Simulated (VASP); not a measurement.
Here is a VASP 6.6.1 calculation.

The input POSCAR:

```
H4NF
1.0
    4.2144713920      2.4332261927      5.3543309033
   -4.2144713920      2.4332261927      5.3543309033
    0.0000000000     -4.8664523854      5.3543309033
H N F
32 8 8
Direct
    0.8060766700      0.8060766700      0.8060766700
    0.3060766700      0.3060766700      0.3060766700
    0.8458500100      0.6249401800      0.6821053000
    0.6249401800      0.6821053000      0.8458500100
    0.6821053000      0.8458500100      0.6249401800
    0.3458500100      0.1821053000      0.1249401800
    0.1821053000      0.1249401800      0.3458500100
    0.1249401800      0.3458500100      0.1821053000
    0.2407271300      0.6581937300      0.1474909700
    0.6581937300      0.1474909700      0.2407271300
    0.1474909700      0.2407271300      0.6581937300
    0.7407271300      0.6474909700      0.1581937300
    0.6474909700      0.1581937300      0.7407271300
    0.1581937300      0.7407271300      0.6474909700
    0.0425187900      0.6047046500      0.3397999200
    0.6047046500      0.3397999200      0.0425187900
    0.3397999200      0.0425187900      0.6047046500
    0.5425187900      0.8397999200      0.1047046500
    0.8397999200      0.1047046500      0.5425187900
    0.1047046500      0.5425187900      0.8397999200
    0.0102934400      0.7873930700      0.1210203300
    0.7873930700      0.1210203300      0.0102934400
    0.1210203300      0.0102934400      0.7873930700
    0.5102934400      0.6210203300      0.2873930700
    0.6210203300      0.2873930700      0.5102934400
    0.2873930700      0.5102934400      0.6210203300
    0.0979354800      0.8207460800      0.2999462600
    0.8207460800      0.2999462600      0.0979354800
    0.2999462600      0.0979354800      0.8207460800
    0.5979354800      0.7999462600      0.3207460800
    0.7999462600      0.3207460800      0.5979354800
    0.3207460800      0.5979354800      0.7999462600
    0.7417924500      0.7417924500      0.7417924500
    0.2417924500      0.2417924500      0.2417924500
    0.0974360000      0.7186104600      0.2260129100
    0.7186104600      0.2260129100      0.0974360000
    0.2260129100      0.0974360000      0.7186104600
    0.5974360000      0.7260129100      0.2186104600
    0.7260129100      0.2186104600      0.5974360000
    0.2186104600      0.5974360000      0.7260129100
    0.9183082700      0.9183082700      0.9183082700
    0.4183082700      0.4183082700      0.4183082700
    0.9681344400      0.4437078100      0.5673556700
    0.4437078100      0.5673556700      0.9681344400
    0.5673556700      0.9681344400      0.4437078100
    0.4681344400      0.0673556700      0.9437078100
    0.0673556700      0.9437078100      0.4681344400
    0.9437078100      0.4681344400      0.0673556700
```

File INCAR.step1:

```
  ALGO = Normal
  EDIFF = 1E-4
  ENCUT = 520
  GGA = PE
  ISMEAR = -1
  LASPH = T
  LCHARG = F
  LREAL = Auto
  LWAVE = T
  NBANDS = 94
  NELM = 100
  PREC = Accurate
  SIGMA = 0.02
```

The input INCAR.step2:

```
  ALGO = Normal
  EDIFF = 1E-8
  ENCUT = 520
  ISIF = 2
  ISMEAR = -1
  ISTART = 1
  LASPH = T
  LCHARG = F
  LEFG = T
  LMIXTAU = T
  LREAL = Auto
  LWAVE = F
  METAGGA = R2SCAN
  NBANDS = 94
  NELM = 100
  PREC = Accurate
  SIGMA = 0.02
```

Contents of KPOINTS:

```
k-points
0
Gamma
  3 3 3
```

Potentials or basis: VASP PAW PBE potentials, release 64 (H, N, F).

Run with:

```console
$ cat potpaw_PBE.64/H/POTCAR potpaw_PBE.64/N/POTCAR potpaw_PBE.64/F/POTCAR > POTCAR
$ cp INCAR.step1 INCAR
$ mpirun -np 1 vasp_std > vasp.out
$ cp INCAR.step2 INCAR
$ mpirun -np 1 vasp_std > vasp.out
```

Problem. Estimate the largest force.

Solution. 0.021 eV/Å.

Problem. Predict the pressure.

Solution. 0.3 GPa.

Problem. Predict the band gap on the k mesh.

Solution. 7.00 eV, indirect (least direct gap 7.04 eV).

Electric field gradients, principal values (V/Å²):
```csv
atom,least,middle,greatest (by size)
1 H,-13.558,-13.558,27.116
2 H,-13.558,-13.558,27.116
3 H,-11.856,-12.374,24.231
4 H,-11.856,-12.374,24.231
5 H,-11.856,-12.374,24.231
6 H,-11.856,-12.374,24.231
7 H,-11.856,-12.374,24.231
8 H,-11.856,-12.374,24.231
9 H,-12.541,-13.134,25.674
10 H,-12.541,-13.134,25.674
11 H,-12.541,-13.134,25.674
12 H,-12.541,-13.134,25.674
13 H,-12.541,-13.134,25.674
14 H,-12.541,-13.134,25.674
15 H,-12.425,-13.197,25.622
16 H,-12.425,-13.197,25.622
17 H,-12.425,-13.197,25.622
18 H,-12.425,-13.197,25.622
19 H,-12.425,-13.197,25.622
20 H,-12.425,-13.197,25.622
21 H,-12.040,-12.342,24.382
22 H,-12.040,-12.342,24.382
23 H,-12.040,-12.342,24.382
24 H,-12.040,-12.342,24.382
25 H,-12.040,-12.342,24.382
26 H,-12.040,-12.342,24.382
27 H,-11.855,-12.115,23.970
28 H,-11.855,-12.115,23.970
29 H,-11.855,-12.115,23.970
30 H,-11.855,-12.115,23.970
31 H,-11.855,-12.115,23.970
32 H,-11.855,-12.115,23.970
33 N,-3.440,-3.440,6.880
34 N,-3.440,-3.440,6.880
35 N,-0.422,-2.580,3.002
36 N,-0.422,-2.580,3.002
37 N,-0.422,-2.580,3.002
38 N,-0.422,-2.580,3.002
39 N,-0.422,-2.580,3.002
40 N,-0.422,-2.580,3.002
41 F,-3.529,-3.529,7.058
42 F,-3.529,-3.529,7.058
43 F,-1.661,-4.499,6.160
44 F,-1.661,-4.499,6.160
45 F,-1.661,-4.499,6.160
46 F,-1.661,-4.499,6.160
47 F,-1.661,-4.499,6.160
48 F,-1.661,-4.499,6.160
```

Caveat: without QUAD_EFG the Cq values of the log hold for a quadrupole moment of 1 mb, not for the nuclei; the PAW data sets were made with another functional, which shifts forces and pressure a little. r2SCAN opens gaps a little over a GGA but as a rule still falls short of measured ones.
